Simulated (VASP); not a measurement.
Here is a VASP 6.6.1 calculation.

INCAR

```
SYSTEM = Fe
  PREC = Accurate
  ENCUT = 520
  EDIFF = 1E-7
  ISMEAR = -1
  SIGMA = 0.1
  LREAL = .False.
  LASPH = .True.
  NELM = 150
  ALGO = Normal
  ISIF = 2
  LWAVE = .False.
  LCHARG = .True.
  ISPIN = 2
  MAGMOM = 2.5 2.5 2.5
  LORBIT = 11
  LMAXMIX = 4
  GGA = PE
  LELF = .True.
  LVHAR = .True.
  NBANDS = 23
```

Contents of KPOINTS:

```
regular mesh
0
Gamma
  11 11 15
  0 0 0
```

File POSCAR:

```
Fe
1.0
    0.0000000000      2.8313533350     -2.8313533350
   -2.8313533350      0.0000000000      2.8313533350
    1.4156766675      1.4156766675      1.4156766675
Fe
3
Direct
    0.0000000000      0.0000000000      0.0000000000
    0.3333333330      0.6666666670      0.3333333330
    0.6666666670      0.3333333330      0.6666666670
```

Potentials or basis: VASP PAW PBE potentials, release 64 (Fe).

Run with:

```bash
$ cat potpaw_PBE.64/Fe/POTCAR > POTCAR
$ mpirun -np 1 vasp_std > vasp.out
```

(1) Estimate the site moments.

(2) Predict the pressure.

## Answers

(1) Fe +2.18 μB.

(2) 0.1 GPa.
